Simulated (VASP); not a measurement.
A run of VASP 6.6.1:

INCAR

```
ALGO = Normal
EDIFF = 1E-7
ENCUT = 520
GGA = PE
ISIF = 2
ISMEAR = 0
LASPH = T
LCHARG = F
LREAL = F
LWAVE = F
NBANDS = 27
NELM = 80
PREC = Accurate
SIGMA = 0.1
```

Contents of KPOINTS:

```
k-points
0
Gamma
  8 8 8
```

Contents of POSCAR:

```
SnS4
1.0
    4.8252068694      0.0000000000      0.0000000000
    0.0000000000      4.8252068694      0.0000000000
    0.0000000000      0.0000000000      4.8252068694
Sn S
1 4
Direct
    0.0000000000      0.0000000000      0.0000000000
    0.2935363735      0.2935363735      0.2935363735
    0.7064636265      0.7064636265      0.2935363735
    0.2935363735      0.7064636265      0.7064636265
    0.7064636265      0.2935363735      0.7064636265
```

Potentials or basis: VASP PAW PBE potentials, release 64 (Sn_d, S).

The run is started by

```bash
$ cat potpaw_PBE.64/Sn_d/POTCAR potpaw_PBE.64/S/POTCAR > POTCAR
$ mpirun -np 1 vasp_std > vasp.out
```

Hardware: 1 thread of AMD EPYC 9R45 96-Core Processor (Zen 5), with other jobs on the host.

Q: How long does it take, and how much memory?

A: Run time: 51 s on 1 thread of AMD EPYC 9R45 96-Core Processor (Zen 5), on a shared host, peak memory 0.22 GiB. Counts: scf iterations 13, k points 35.
